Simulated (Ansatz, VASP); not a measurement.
# One calculation of MgO, two programs

INCAR

```
PREC     = Accurate       # precision mode
ENCUT    = 520            # plane-wave cutoff, eV
EDIFF    = 1E-6           # SCF threshold, eV
ISMEAR   = 0              # smearing method
SIGMA    = 0.01           # smearing width, eV
LREAL    = False          # projectors in reciprocal space
LASPH    = True           # aspherical terms in the spheres
NELM     = 60             # most SCF steps
ALGO     = Normal         # electronic algorithm
ISIF     = 2              # what is computed and relaxed
LWAVE    = False          # write WAVECAR
LCHARG   = False          # write CHGCAR
GGA      = CA             # functional
NBANDS   = 11             # bands
```

KPOINTS

```
Automatic mesh
0
Gamma
  6 6 6
```

The input POSCAR:

```
MgO
1.0
    0.0000000000      2.0693150000      2.0693150000
    2.0693150000      0.0000000000      2.0693150000
    2.0693150000      2.0693150000      0.0000000000
Mg O
1 1
Direct
    0.0000000000      0.0000000000      0.0000000000
    0.5000000000      0.5000000000      0.5000000000
```

Input for Ansatz:

```yaml
crystal:
  atoms:
  - position: [0.0, 0.0, 0.0]
    symbol: Mg
  - position: [0.5, 0.5, 0.5]
    symbol: O
  lattice:
  - [0.0, 2.069315, 2.069315]
  - [2.069315, 0.0, 2.069315]
  - [2.069315, 2.069315, 0.0]
hamiltonian:
  dispersion: none
  pseudopotentials:
    kind: all_electron
    lapw: {}
    relativity: scalar
  xc: lda
kpoints:
  mp_grid:
    grid: [6, 6, 6]
    shift: [0, 0, 0]
magnetization: {spin_polarized: false}
output: {forces: true, stress: true}
scf:
  occupations: {method: fixed}
```

Alike in both runs: task single point; functional LDA; k mesh 6 × 6 × 6; no spin polarisation.

```csv
,VASP,Ansatz
version,VASP 6.6.1,Ansatz 0.2 development build
potentials or method,"VASP PAW LDA potentials, release 64 (Mg, O), cutoff 520 eV","all-electron full-potential LAPW, scalar-relativistic"
occupations,"gaussian, width 0.01 eV",fixed
```

```tsv
	VASP	Ansatz	Ansatz less VASP
gap on the k mesh at the Fermi level (eV)	5.19	5.19	0.000
pressure (GPa)	0.9	2.9	+1.98
```

LDA's correlation is that of Perdew and Zunger in VASP and of Perdew and Wang (1992) in Ansatz. Ansatz ran all-electron here, and VASP with PAW potentials.

The k mesh is coarse, so the values compare programs but aren't converged.
